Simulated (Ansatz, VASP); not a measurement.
ZnS in VASP and in Ansatz

```
CELL_PARAMETERS angstrom
3.80652 0.00000 0.00000
-1.90326 3.29654 0.00000
0.00000 0.00000 6.11991
ATOMIC_POSITIONS crystal
Zn 0.33333 0.66667 0.99848
Zn 0.66667 0.33333 0.49848
S 0.33333 0.66667 0.37652
S 0.66667 0.33333 0.87652
```

Change from the starting cell: strain along c alone, the other axes held, atoms relaxed: -2.0 %.

Alike in both runs: functional r2SCAN; k mesh 6 × 6 × 4; occupations gaussian, width 0.02 eV; no spin polarisation.

Ansatz relaxed the structure, and its values are those at the end. VASP's run is a single point on that final structure, the one shown.

|  | VASP | Ansatz |
| --- | --- | --- |
| version | VASP 6.6.1 | Ansatz 0.2.0 |
| potentials or method | VASP PAW PBE potentials, release 64 (Zn, S), cutoff 520 eV | scalar-relativistic, plane waves, PAW |
| valence electrons in the cell | 36 | 36 |

|  | VASP | Ansatz | Ansatz less VASP |
| --- | --- | --- | --- |
| gap on the k mesh at the Fermi level (eV) | 2.93 | 2.92 | -0.010 |
| least direct gap on the mesh (eV) | 2.93 | 2.92 | -0.010 |
| pressure (GPa) | 1.8 | 1.7 | -0.10 |

VASP's potentials were made for PBE, not for r2SCAN. The functional is the same, so the differences come from potentials, cutoffs and numerics. Ansatz's warnings: stress scf threshold loose.
